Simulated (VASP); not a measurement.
A run of VASP 6.6.1 is set up as follows.

INCAR

```
SYSTEM = AlN
PREC     = Accurate       ! precision mode
ENCUT    = 600            ! plane-wave cutoff, eV
EDIFF    = 1E-6           ! SCF threshold, eV
ISMEAR   = 0              ! smearing method
SIGMA    = 0.019000000000000003 ! smearing width, eV
LREAL    = .False.        ! projectors in reciprocal space
LASPH    = .True.         ! aspherical terms in the spheres
NELM     = 120            ! most SCF steps
ALGO     = Normal         ! electronic algorithm
ISIF     = 2              ! what is computed and relaxed
LWAVE    = .False.        ! write WAVECAR
LCHARG   = .False.        ! write CHGCAR
GGA      = PE             ! functional
NBANDS   = 11             ! bands
GGA_COMPAT= .False.
```

The input KPOINTS:

```
regular mesh
0
Gamma
  11 11 11
  0 0 0
```

POSCAR

```
AlN
1.0
    0.0000000000      2.0345180000      2.0345180000
    2.0345180000      0.0000000000      2.0345180000
    2.0345180000      2.0345180000      0.0000000000
Al N
1 1
Direct
    0.5000000000      0.5000000000      0.5000000000
    0.0000000000      0.0000000000      0.0000000000
```

Potentials or basis: VASP PAW PBE potentials, release 64 (Al, N).

Command:

```console
$ cat potpaw_PBE.64/Al/POTCAR potpaw_PBE.64/N/POTCAR > POTCAR
$ mpirun -np 1 vasp_std > vasp.out
```

Problem. Estimate the band gap on the k mesh.

Solution. 4.55 eV, indirect (least direct gap 5.41 eV).

Problem. Predict the pressure.

Solution. -0.1 GPa.

A k mesh can miss the band edges. PBE gaps usually lie below the measured ones, often by a third to a half.
